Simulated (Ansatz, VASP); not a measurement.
## AlRu: VASP beside Ansatz

File INCAR:

```
PREC = Accurate
ENCUT = 520
EDIFF = 1E-6
ISMEAR = 0
SIGMA = 0.15
LREAL = False
LASPH = True
NELM = 60
ALGO = Fast
ISIF = 2
LWAVE = False
LCHARG = True
GGA = PS
LELF = True
LVHAR = True
NBANDS = 16
```

The input KPOINTS:

```
Automatic mesh
0
Gamma
  20 20 20
```

Contents of POSCAR:

```
AlRu
1.0
    2.9764078218      0.0000000000      0.0000000000
    0.0000000000      2.9764078218      0.0000000000
    0.0000000000      0.0000000000      2.9317617045
Al Ru
1 1
Direct
    0.0000000000      0.0000000000      0.0000000000
    0.5000000000      0.5000000000      0.5000000000
```

Input for Ansatz:

```yaml
crystal:
  lattice:
    - [2.9764078218, 0.0, 0.0]
    - [0.0, 2.9764078218, 0.0]
    - [0.0, 0.0, 2.9317617045]
  atoms:
    - { symbol: Al, position: [0.0, 0.0, 0.0] }
    - { symbol: Ru, position: [0.5, 0.5, 0.5] }
basis:
  ecutwfc: 420
kpoints:
  mp_grid: { grid: [20, 20, 20] }
hamiltonian:
  xc: pbesol
scf:
  occupations: { method: gaussian, width: 0.15 }
output:
  forces: true
  stress: true
  eigenvalues: true
```

Change from the starting cell: strain +0.000 along x and y, -0.015 along z, atoms carried along.

Alike in both runs: task single point; functional PBEsol; k mesh 20 × 20 × 20; occupations gaussian, width 0.15 eV; no spin polarisation.

|  | VASP | Ansatz |
| --- | --- | --- |
| version | VASP 6.6.1 | Ansatz 0.2.0 |
| potentials or method | VASP PAW PBE potentials, release 64 (Al, Ru_pv), cutoff 520 eV | scalar-relativistic, plane waves, PAW |
| valence electrons in the cell | 17 | 19 |

Ansatz gave:

* gap on the k mesh at the Fermi level (eV): none
* pressure (GPa): 3.4
* traceless stress, the component that is largest in VASP (GPa): 1.89

What did VASP give for the same quantities?

gap on the k mesh at the Fermi level (eV): none; pressure (GPa): 3.5; traceless stress, the component that is largest in VASP (GPa): 1.90.

VASP's potentials were made for PBE, not for PBEsol. A gap of «none» marks a metal or a gap that the smearing closes. With one functional, cell and mesh, what is left measures potentials, basis and numerics. VASP's potentials hold 17 valence electrons a cell and Ansatz's 19, so a difference there can come from the potentials and not from the codes.
